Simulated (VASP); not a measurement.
# Hf2S (P6_3/mmc) in VASP: a series of runs

Runs on Hf2S. Level: PBEsol. Tasks: single point.

Program: VASP 6.6.1. These are calculated values, not measurements. Logs are shortened: lines on timing, memory, paths and dates and some standing lists are left out, and cuts for length are marked.

**1. The cell of the first run**

The structure is hexagonal, space group P6_3/mmc (No. 194). Conventional cell: a = 3.447 Å, b = 3.447 Å, c = 11.664 Å, α = 90.00°, β = 90.00°, γ = 120.00°. Hf (site symmetry 3m) has 3 S at 2.64 Å and 10 Hf at 3.09 to 3.47 Å within 3.5 Å. Within 3.5 Å of S (site symmetry -6m2) lie 6 Hf at 2.64 Å and 6 S at 3.45 Å.

**2. Single point, PBEsol (strain +0.030 along x and y, +0.000 along z)**

The input, INCAR:

```
SYSTEM = Hf2S
PREC = Accurate
ENCUT = 520
EDIFF = 1E-6
ISMEAR = 0
SIGMA = 0.15
LREAL = .FALSE.
LASPH = .TRUE.
NELM = 60
ALGO = Normal
ISIF = 2
LWAVE = .FALSE.
LCHARG = .FALSE.
GGA = PS
NBANDS = 35
```

The input, KPOINTS:

```
regular mesh
0
G
  18 18 4
  0 0 0
```

The input, POSCAR:

```
Hf2S
1.0
    3.4469269560      0.0000000000      0.0000000000
   -1.7234634780      2.9851263089      0.0000000000
    0.0000000000      0.0000000000     11.6642358425
Hf S
4 2
Direct
    0.6666666667      0.3333333333      0.8986176343
    0.3333333333      0.6666666667      0.3986176343
    0.6666666667      0.3333333333      0.6013823657
    0.3333333333      0.6666666667      0.1013823657
    0.0000000000      0.0000000000      0.7500000000
    0.0000000000      0.0000000000      0.2500000000
```

Potentials or basis: VASP PAW PBE potentials, release 64 (Hf_pv, S).

Run with:

```
$ cat potpaw_PBE.64/Hf_pv/POTCAR potpaw_PBE.64/S/POTCAR > POTCAR
$ mpirun -np 1 vasp_std > vasp.out
```

OUTCAR:

```text
SYSTEM = Hf2S
   PREC = Accurate
   ENCUT = 520
   EDIFF = 1E-6
   ISMEAR = 0
   LREAL = .FALSE.
   LASPH = .TRUE.
   NELM = 60
   ISIF = 2
   GGA = PS

 ion  position               nearest neighbor table
   1  0.667  0.333  0.899-   5 2.64   5 2.64   5 2.64   4 3.09   4 3.09   4 3.09   3 3.47
   2  0.333  0.667  0.399-   6 2.64   6 2.64   6 2.64   3 3.09   3 3.09   3 3.09   4 3.47
   3  0.667  0.333  0.601-   5 2.64   5 2.64   5 2.64   2 3.09   2 3.09   2 3.09   1 3.47
   4  0.333  0.667  0.101-   6 2.64   6 2.64   6 2.64   1 3.09   1 3.09   1 3.09   2 3.47
   5  0.000  0.000  0.750-   1 2.64   3 2.64   1 2.64   3 2.64   1 2.64   3 2.64
   6  0.000  0.000  0.250-   2 2.64   4 2.64   2 2.64   4 2.64   2 2.64   4 2.64

  LATTYP: Found a hexagonal cell.
 ALAT       =     3.4469269560
 C/A-ratio  =     3.3839521381

  Lattice vectors:

 A1 = (   3.4469269560,   0.0000000000,   0.0000000000)
 A2 = (  -1.7234634780,   2.9851263089,   0.0000000000)
 A3 = (   0.0000000000,   0.0000000000,  11.6642358425)

Analysis of symmetry for initial positions (statically):
=====================================================================
 Subroutine PRICEL returns:
 Original cell was already a primitive cell.

 Routine SETGRP: Setting up the symmetry group for a
 hexagonal supercell.

 Subroutine GETGRP returns: Found 24 space group operations
 (whereof 12 operations were pure point group operations)
 out of a pool of 24 trial point group operations.

The static configuration has the point symmetry D_3d.
 The point group associated with its full space group is D_6h.

Analysis of symmetry for dynamics (positions and initial velocities):
=====================================================================
 Subroutine PRICEL returns:
 Original cell was already a primitive cell.

 Routine SETGRP: Setting up the symmetry group for a
 hexagonal supercell.

 Subroutine GETGRP returns: Found 24 space group operations
 (whereof 12 operations were pure point group operations)
 out of a pool of 24 trial point group operations.

The dynamic configuration has the point symmetry D_3d.
 The point group associated with its full space group is D_6h.

 Subroutine INISYM returns: Found 24 space group operations
 (whereof 12 operations are pure point group operations),
 and found     1 'primitive' translations

----------------------------------------------------------------------------------------

                                     Primitive cell

  volume of cell :     120.0193

  direct lattice vectors                    reciprocal lattice vectors
     3.446926956  0.000000000  0.000000000     0.290113487  0.167497100  0.000000000
    -1.723463478  2.985126309  0.000000000     0.000000000  0.334994200  0.000000000
     0.000000000  0.000000000 11.664235843     0.000000000  0.000000000  0.085732149

  length of vectors
     3.446926956  3.446926956 11.664235843     0.334994200  0.334994200  0.085732149

  position of ions in fractional coordinates (direct lattice)
     0.666666667  0.333333333  0.898617634
     0.333333333  0.666666667  0.398617634
     0.666666667  0.333333333  0.601382366
     0.333333333  0.666666667  0.101382366
     0.000000000  0.000000000  0.750000000
     0.000000000  0.000000000  0.250000000

  ion indices of the primitive-cell ions
   primitive index   ion index
                 1           1
                 2           2
                 3           3
                 4           4
                 5           5
                 6           6

----------------------------------------------------------------------------------------

 KPOINTS: regular mesh

Automatic generation of k-mesh.
 Grid dimensions read from file:
 generate k-points for:   18   18    4

 Generating k-lattice:

  Cartesian coordinates                     Fractional coordinates (reciprocal lattice)
     0.016117416  0.009305394  0.000000000     0.055555556  0.000000000  0.000000000
     0.000000000  0.018610789  0.000000000     0.000000000  0.055555556  0.000000000
     0.000000000  0.000000000  0.021433037     0.000000000  0.000000000  0.250000000

  Length of vectors
     0.018610789  0.018610789  0.021433037

  Shift w.r.t. Gamma in fractional coordinates (k-lattice)
     0.000000000  0.000000000  0.000000000

 Subroutine IBZKPT returns following result:
 ===========================================

 Found    111 irreducible k-points:

 Following reciprocal coordinates:
            Coordinates               Weight
  0.000000  0.000000  0.000000      1.000000
  0.055556  0.000000  0.000000      6.000000
  0.111111  0.000000  0.000000      6.000000
  0.166667  0.000000  0.000000      6.000000
  0.222222  0.000000  0.000000      6.000000
  0.277778  0.000000  0.000000      6.000000
[... 16 lines left out ...]
  0.333333  0.111111  0.000000     12.000000
  0.388889  0.111111  0.000000     12.000000
 [... further k-points ...]
   k-points           NKPTS =    111   k-points in BZ     NKDIM =    111   number of bands    NBANDS=     35
   number of dos      NEDOS =    301   number of ions     NIONS =      6
   total plane-waves  NPLWV =  70560
   dimension x,y,z NGX =    28 NGY =   28 NGZ =   90
   dimension x,y,z NGXF=    56 NGYF=   56 NGZF=  180
   ions per type =               4   2
   NGX,Y,Z   is equivalent  to a cutoff of  13.50, 13.50, 12.83 a.u.
   NGXF,Y,Z  is equivalent  to a cutoff of  27.01, 27.01, 25.65 a.u.
 SYSTEM =  Hf2S
   PREC   = accura    normal or accurate (medium, high low for compatibility)
   ISTART =      0    job   : 0-new  1-cont  2-samecut
   ICHARG =      2    charge: 1-file 2-atom 10-const
   ISPIN  =      1    spin polarized calculation?
   LNONCOLLINEAR =      F non collinear calculations
   LSORBIT =      F    spin-orbit coupling
   LASPH  =      T    aspherical Exc in radial PAW
   ENCUT  =  520.0 eV  38.22 Ry    6.18 a.u.   6.41  6.41 21.69*2*pi/ulx,y,z
   NELM   =     60;   NELMIN=  2; NELMDL= -5     # of ELM steps
   EDIFF  = 0.1E-05   stopping-criterion for ELM
   LREAL  =      F    real-space projection
   EDIFFG = 0.1E-04   stopping-criterion for IOM
   NSW    =      0    number of steps for IOM
   IBRION =     -1    ionic relax: 0-MD 1-quasi-New 2-CG
   NFREE  =      0    steps in history (QN), initial steepest desc. (CG)
   ISIF   =      2    stress and relaxation
   ISYM   =      2    0-nonsym 1-usesym 2-fastsym
   POTIM  = 0.5000    time-step for ionic-motion
   TEBEG  =    0.0;   TEEND  =   0.0 temperature during run
   PSTRESS=    0.0 pullay stress
   NELECT =      52.0000    total number of electrons
   NUPDOWN=      -1.0000    fix difference up-down
   EMIN   =  10.00;   EMAX   =-10.00  energy-range for DOS
   EFERMI =   0.00;   METHOD = LEGACY
   ISMEAR =     0;   SIGMA  =   0.15  broadening in eV -4-tet -1-fermi 0-gaus
   EFERMI_NEDOS =   21; number of points for ismear=-14 and -15
   IALGO  =     38    algorithm
   IMIX   =      4    mixing-type and parameters
     AMIX     =   0.40;   BMIX     =  1.00
     AMIX_MAG =   1.60;   BMIX_MAG =  1.00
  volume/ion in A,a.u.               =      20.00       134.99
  Fermi-wavevector in a.u.,A,eV,Ry     =   1.238774  2.340944 20.878987  1.534562
  Thomas-Fermi vector in A             =   2.373286
   LORBIT       =      0    0 simple, 1 ext, 2 COOP (PROOUT), +10 PAW based schemes
   GGA     = PS    functional components
   LHFCALC =     F    Hartree Fock is set to
   AEXX    =    0.0000 exact exchange contribution
   IVDW    =     0    specifies the selected vdW correction
   LEPSILON=     F    determine dielectric tensor
   LRPA    =     F    only Hartree local field effects (RPA)
 non-spin polarized calculation
 Gauss-broadening in eV      SIGMA  =   0.15
  energy-cutoff  :      520.00
  volume of cell :      120.02
 maximum number of plane-waves:      3261
 NGX is ok and might be reduce to    28
   NGX = 13   NGY = 13   NGZ = 43

 number of electron      52.0000000 magnetization

 Free energy of the ion-electron system (eV)
  ---------------------------------------------------
  ext. energy  EPLUGINS =         0.00000000
  ---------------------------------------------------
  free energy    TOTEN  =       -57.26846482 eV

  energy without entropy =      -57.24339729  energy(sigma->0) =      -57.25593105

 E-fermi :   5.9919     XC(G=0): -11.3263

 val. band max:        5.9856866060   @ k =   0.2222   0.0556   0.0000
 cond. band min:       6.0052499559   @ k =   0.3333   0.0556   0.2500
 fundamental gap:      0.0195633499
 Fermi energy:         5.9918935360

 k-point     1 :       0.0000    0.0000    0.0000
  band No.  band energies     occupation
      1     -25.3331      2.00000
      2     -25.2096      2.00000
      3     -24.9372      2.00000
      4     -24.8913      2.00000
      5     -24.8913      2.00000
      6     -24.8809      2.00000
[... 27 lines left out ...]
     34       8.6535      0.00000
     35       8.7192      0.00000

 k-point     2 :       0.0556    0.0000    0.0000
  band No.  band energies     occupation
      1     -25.3294      2.00000
      2     -25.2069      2.00000
      3     -24.9541      2.00000
      4     -24.8966      2.00000
      5     -24.8943      2.00000
      6     -24.8839      2.00000
[... 27 lines left out ...]
     34       8.4513      0.00000
     35       8.7608      0.00000

 k-point     3 :       0.1111    0.0000    0.0000
  band No.  band energies     occupation
      1     -25.3187      2.00000
      2     -25.1995      2.00000
      3     -24.9901      2.00000
      4     -24.9338      2.00000
      5     -24.9028      2.00000
      6     -24.8922      2.00000
[... 27 lines left out ...]
     34       8.2216      0.00000
     35       8.6129      0.00000

 k-point     4 :       0.1667    0.0000    0.0000
  band No.  band energies     occupation
      1     -25.3027      2.00000
      2     -25.1889      2.00000
      3     -25.0352      2.00000
      4     -24.9815      2.00000
      5     -24.9156      2.00000
      6     -24.9047      2.00000
[... 27 lines left out ...]
     34       8.3552      0.00000
     35       8.4601      0.00000

 k-point     5 :       0.2222    0.0000    0.0000
  band No.  band energies     occupation
      1     -25.2841      2.00000
      2     -25.1783      2.00000
      3     -25.0846      2.00000
      4     -25.0339      2.00000
      5     -24.9308      2.00000
      6     -24.9197      2.00000
[... 638 lines left out ...]
 k-point    22 :       0.2778    0.1111    0.0000
  band No.  band energies     occupation
      1     -25.2498      2.00000
      2     -25.1742      2.00000
      3     -25.1720      2.00000
      4     -25.1263      2.00000
      5     -25.0254      2.00000
      6     -24.9911      2.00000
[... 27 lines left out ...]
     34       9.1199      0.00000
     35       9.5403      0.00000

 k-point    23 :       0.3333    0.1111    0.0000
  band No.  band energies     occupation
      1     -25.2458      2.00000
      2     -25.2058      2.00000
      3     -25.1813      2.00000
      4     -25.1571      2.00000
      5     -25.0326      2.00000
      6     -24.9979      2.00000
[... 27 lines left out ...]
     34       9.6219      0.00000
     35       9.8454      0.00000

 k-point    24 :       0.3889    0.1111    0.0000
  band No.  band energies     occupation
      1     -25.2457      2.00000
      2     -25.2275      2.00000
      3     -25.1932      2.00000
      4     -25.1738      2.00000
      5     -25.0308      2.00000
      6     -25.0010      2.00000
[... 27 lines left out ...]
     34       9.8465      0.00000
     35      10.1589      0.00000

 [... further k-points ...]

------------------------ aborting loop because EDIFF is reached ----------------------------------------

  FORCE on cell =-STRESS in cart. coord.  units (eV):
  Direction    XX          YY          ZZ          XY          YZ          ZX
  --------------------------------------------------------------------------------------
  -------------------------------------------------------------------------------------
  Total       -6.4166929     -6.4166929     -4.0660911      0.0000000      0.0000000      0.0000000
  in kB      -85.6585564    -85.6585564    -54.2795957      0.0000000      0.0000000      0.0000000
  external PRESSURE =     -75.1989028 kB  Pullay stress =       0.0000000 kB

 VOLUME and BASIS-vectors are now :
 -----------------------------------------------------------------------------
  energy-cutoff  :      520.00
  volume of cell :      120.02
      direct lattice vectors                 reciprocal lattice vectors
     3.446926956  0.000000000  0.000000000     0.290113487  0.167497100  0.000000000
    -1.723463478  2.985126309  0.000000000     0.000000000  0.334994200  0.000000000
     0.000000000  0.000000000 11.664235843     0.000000000  0.000000000  0.085732149

 POSITION                                       TOTAL-FORCE (eV/Angst)
 -----------------------------------------------------------------------------------
      1.72346      0.99504     10.48169         0.000000     -0.000000     -0.067755
     -0.00000      1.99008      4.64957         0.000000      0.000000     -0.067755
      1.72346      0.99504      7.01467         0.000000     -0.000000      0.067755
     -0.00000      1.99008      1.18255        -0.000000      0.000000      0.067755
      0.00000      0.00000      8.74818        -0.000000      0.000000      0.000000
      0.00000      0.00000      2.91606        -0.000000      0.000000      0.000000
 -----------------------------------------------------------------------------------
    total drift:                                0.000000     -0.000000      0.000000

  FREE ENERGIE OF THE ION-ELECTRON SYSTEM (eV)
  ---------------------------------------------------
  free  energy   TOTEN  =       -57.2684648163 eV

  energy  without entropy=      -57.2433972891  energy(sigma->0) =      -57.25593105
```

It took 3.7 min on 1 thread of Intel Xeon 6975P-C (Granite Rapids), shared host; peak memory 0.49 GiB.

What came out:

```yaml
Free_energy: -57.2685 eV
Pressure: -7.5 GPa
Largest_force: 0.068 eV/Å
Band_gap_on_the_k_mesh: zero (bands 26 and 27 overlap by 0.96 eV)
```

Forces on the atoms (eV/Å):
```
Hf   0.000  0.000 -0.068
Hf   0.000  0.000 -0.068
Hf   0.000  0.000  0.068
Hf   0.000  0.000  0.068
S    0.000  0.000  0.000
S    0.000  0.000  0.000
```

Caveat: the cell differs from its parent crystal (strain +0.030 along x and y, +0.000 along z); the cell stands under tension; the PAW data sets were made with another functional, which shifts forces and pressure a little; spin-orbit coupling is left out, which moves the levels of the heavy elements.

**3. Single point, PBEsol (strain +0.030 along x and y, +0.030 along z)**

The input, INCAR:

```
SYSTEM = Hf2S
PREC = Accurate
ENCUT = 520
EDIFF = 1E-6
ISMEAR = 0
SIGMA = 0.15
LREAL = .False.
LASPH = .True.
NELM = 100
ALGO = Normal
ISIF = 2
LWAVE = .False.
LCHARG = .True.
GGA = PS
LELF = .True.
LVHAR = .True.
NBANDS = 35
```

The input, KPOINTS:

```
Automatic mesh
0
Gamma
  18 18 4
  0 0 0
```

POSCAR: that of step 2 with these lines changed.

```diff
@@ -4,3 +4,3 @@
    -1.7234634780      2.9851263089      0.0000000000
-    0.0000000000      0.0000000000     11.6642358425
+    0.0000000000      0.0000000000     12.0141629178
 Hf S
```

Potentials or basis: VASP PAW PBE potentials, release 64 (Hf_pv, S).

Run with:

```
$ cat potpaw_PBE.64/Hf_pv/POTCAR potpaw_PBE.64/S/POTCAR > POTCAR
$ mpirun -np 1 vasp_std > vasp.out
```

Wall time 3.8 min (1 thread of Intel Xeon 6975P-C (Granite Rapids), shared host); peak memory 0.5 GiB.

Results (log left out):

| Item | Value |
| --- | --- |
| Free energy | -57.0669 eV |
| Pressure | -11.1 GPa |
| Largest force | 0.016 eV/Å |
| Band gap on the k mesh | zero (bands 26 and 27 overlap by 0.96 eV) |

Forces in eV/Å, atoms in the order of the input:
```
Hf   0.000  0.000  0.016
Hf   0.000  0.000  0.016
Hf   0.000  0.000 -0.016
Hf   0.000  0.000 -0.016
S    0.000  0.000  0.000
S    0.000  0.000  0.000
```

Stress tensor (GPa, compression positive):
```
-10.52   0.00   0.00
  0.00 -10.52   0.00
  0.00   0.00 -12.34
```

Levels at points of the mesh, in eV from the Fermi level:
```tsv
k point	band 22	band 23	band 24	band 25	band 26	band 27	band 28	band 29	band 30	band 31
(0.00, 0.00, 0.00)	-2.88	-1.74	-0.13	-0.12	0.44	0.44	0.52	0.52	0.77	0.77
(0.50, 0.00, 0.00)	-2.23	-1.85	-1.36	-1.24	-0.79	-0.51	0.81	0.88	2.30	2.97
(0.00, 0.00, 0.50)	-3.35	-1.20	-1.20	0.38	0.38	0.38	0.38	1.23	1.23	1.46
(0.50, 0.00, 0.50)	-2.20	-1.71	-1.71	-1.08	-1.08	0.25	0.25	1.31	1.31	3.45
```

Caveat: the cell differs from its parent crystal (strain +0.030 along x and y, +0.030 along z); the cell stands under tension; the PAW data sets were made with another functional, which shifts forces and pressure a little; spin-orbit coupling is left out, which moves the levels of the heavy elements.
